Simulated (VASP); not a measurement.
# HfN in VASP: a series of runs, part 3 of 3

VASP 6.6.1.

## Step 5: Electric field gradients, PBE (equal xy, yz and zx shear strains of -1 %)

The input, INCAR:

```
  PREC = Accurate
  ENCUT = 520
  EDIFF = 1E-8
  ISMEAR = -1
  SIGMA = 0.03
  LREAL = False
  LASPH = True
  NELM = 80
  ALGO = Normal
  ISIF = 2
  LWAVE = False
  LCHARG = False
  GGA = PE
  LEFG = True
  NBANDS = 14
```

The input, KPOINTS:

```
regular mesh
0
Gamma
  10 10 10
```

The input, POSCAR:

```
HfN
1.0
   -0.0225900000      2.2477050000      2.2477050000
    2.2477050000     -0.0225900000      2.2477050000
    2.2477050000      2.2477050000     -0.0225900000
Hf N
1 1
Direct
    0.0000000000      0.0000000000      0.0000000000
    0.5000000000      0.5000000000      0.5000000000
```

Potentials or basis: VASP PAW PBE potentials, release 64 (Hf_pv, N).

Command:

```console
$ cat potpaw_PBE.64/Hf_pv/POTCAR potpaw_PBE.64/N/POTCAR > POTCAR
$ mpirun -np 1 vasp_std > vasp.out
```

OUTCAR:

```text
PREC = Accurate
   ENCUT = 520
   EDIFF = 1E-8
   ISMEAR = -1
   LREAL = False
   LASPH = True
   NELM = 80
   ISIF = 2
   GGA = PE

 ion  position               nearest neighbor table
   1  0.000  0.000  0.000-   2 2.26   2 2.26   2 2.26   2 2.26   2 2.26   2 2.26
   2  0.500  0.500  0.500-   1 2.26   1 2.26   1 2.26   1 2.26   1 2.26   1 2.26

  LATTYP: Found a trigonal (rhomboedric) cell.
 ALAT       =     3.1788151633
 COS(alpha) =     0.4899250057

  Lattice vectors:

 A1 = (  -0.0225900000,   2.2477050000,   2.2477050000)
 A2 = (   2.2477050000,  -0.0225900000,   2.2477050000)
 A3 = (   2.2477050000,   2.2477050000,  -0.0225900000)

Analysis of symmetry for initial positions (statically):
=====================================================================
 Subroutine PRICEL returns:
 Original cell was already a primitive cell.

 Routine SETGRP: Setting up the symmetry group for a
 trigonal (rhombohedral) supercell.

 Subroutine GETGRP returns: Found 12 space group operations
 (whereof 12 operations were pure point group operations)
 out of a pool of 12 trial point group operations.

The static configuration has the point symmetry D_3d.

Analysis of symmetry for dynamics (positions and initial velocities):
=====================================================================
 Subroutine PRICEL returns:
 Original cell was already a primitive cell.

 Routine SETGRP: Setting up the symmetry group for a
 trigonal (rhombohedral) supercell.

 Subroutine GETGRP returns: Found 12 space group operations
 (whereof 12 operations were pure point group operations)
 out of a pool of 12 trial point group operations.

[... 166 lines left out ...]
     11      10.1934      0.00000
     12      10.3611      0.00000
     13      10.3611      0.00000
     14      17.9550      0.00000
[... 377 lines left out ...]
      1     -23.4364      2.00000
      2     -23.0315      2.00000
      3     -22.9877      2.00000
      4      -7.7343      2.00000
      5       1.7766      2.00000
      6       3.7484      2.00000
      7       4.2944      2.00000
      8       5.9004      2.00000
      9      12.4680      0.00000
     10      12.9447      0.00000
     11      13.1294      0.00000
     12      13.2072      0.00000
     13      17.5288      0.00000
     14      19.7101      0.00000

 [... further k-points ...]
[... 5 lines left out ...]
  --------------------------------------------------------------------------------------
  -------------------------------------------------------------------------------------
  Total        0.4419780      0.4419780      0.4419780      0.1306767      0.1306767      0.1306767
  in kB       30.7160413     30.7160413     30.7160413      9.0816054      9.0816054      9.0816054
  external PRESSURE =      30.7160413 kB  Pullay stress =       0.0000000 kB

 VOLUME and BASIS-vectors are now :
 -----------------------------------------------------------------------------
  energy-cutoff  :      520.00
  volume of cell :       23.05
      direct lattice vectors                 reciprocal lattice vectors
    -0.022590000  2.247705000  2.247705000    -0.219123395  0.221347998  0.221347998
     2.247705000 -0.022590000  2.247705000     0.221347998 -0.219123395  0.221347998
     2.247705000  2.247705000 -0.022590000     0.221347998  0.221347998 -0.219123395

 POSITION                                       TOTAL-FORCE (eV/Angst)
 -----------------------------------------------------------------------------------
      0.00000      0.00000      0.00000         0.000000      0.000000      0.000000
      2.23641      2.23641      2.23641        -0.000000     -0.000000     -0.000000
 -----------------------------------------------------------------------------------
    total drift:                                0.000000     -0.000000     -0.000000

  FREE ENERGIE OF THE ION-ELECTRON SYSTEM (eV)
  ---------------------------------------------------
  free  energy   TOTEN  =       -21.7466280948 eV

  energy  without entropy=      -21.7442485046  energy(sigma->0) =      -21.74543830

 Electric field gradients (V/A^2)
---------------------------------------------------------------------
 ion       V_xx      V_yy      V_zz      V_xy      V_xz      V_yz
---------------------------------------------------------------------
   1      -0.000    -0.000     0.000     4.254     4.254     4.254
   2      -0.000    -0.000     0.000    -0.590    -0.590    -0.590
---------------------------------------------------------------------

 Electric field gradients after diagonalization (V/A^2)
 (convention: |V_zz| > |V_xx| > |V_yy|)
----------------------------------------------------------------------
 ion       V_xx      V_yy      V_zz     asymmetry (V_yy - V_xx)/ V_zz
----------------------------------------------------------------------
   1      -4.254    -4.254     8.508       0.000
   2       0.590     0.590    -1.179       0.000
----------------------------------------------------------------------

           NMR quadrupolar parameters

 Cq : quadrupolar parameter    Cq=e*Q*V_zz/h
 eta: asymmetry parameters     (V_yy - V_xx)/ V_zz
 Q  : nuclear electric quadrupole moment in mb (millibarn)
----------------------------------------------------------------------
 ion       Cq(MHz)       eta       Q (mb)
----------------------------------------------------------------------
   1       0.021       0.000       1.000
   2      -0.003       0.000       1.000
----------------------------------------------------------------------
```

Run time: 17 s. Hardware: 1 thread of Intel Xeon 6975P-C, shared host; peak memory 0.17 GiB.

Results:

| Item | Value |
| --- | --- |
| Free energy | -21.7466 eV |
| Pressure | 3.1 GPa |

Electric field gradients, principal values (V/Å²):
| atom | least | middle | greatest (by size) |
| --- | --- | --- | --- |
| 1 Hf | -4.254 | -4.254 | 8.508 |
| 2 N | 0.590 | 0.590 | -1.179 |

Caveat: the cell differs from its parent crystal (equal xy, yz and zx shear strains of -1 %); without QUAD_EFG the Cq values of the log hold for a quadrupole moment of 1 mb, not for the nuclei; spin-orbit coupling is left out, which moves the levels of the heavy elements.

## Step 6: Overview

```tsv
cell	gap on the mesh (eV)	pressure (GPa)
a = 3.216 Å, angles 60.0°, 2 atoms	none	-2.3
a = 3.257 Å, angles 60.0°, 2 atoms	none	-11.5
a = 3.227 Å, angles 58.7°, 2 atoms	none	3.2
a = 3.179 Å, angles 60.7°, 2 atoms	none	3.1
```

Alike in all rows: task electric field gradients; level PBE; potentials or basis VASP PAW PBE potentials, release 64 (Hf_pv, N); no spin polarisation; k mesh 10 × 10 × 10; cutoff (eV) 520; smearing fermi-dirac 0.03 eV.

Caveats: spin-orbit coupling is left out, which moves the levels of the heavy elements.

Total energies depend on the potentials used, so only differences within one code and one set of settings carry meaning.
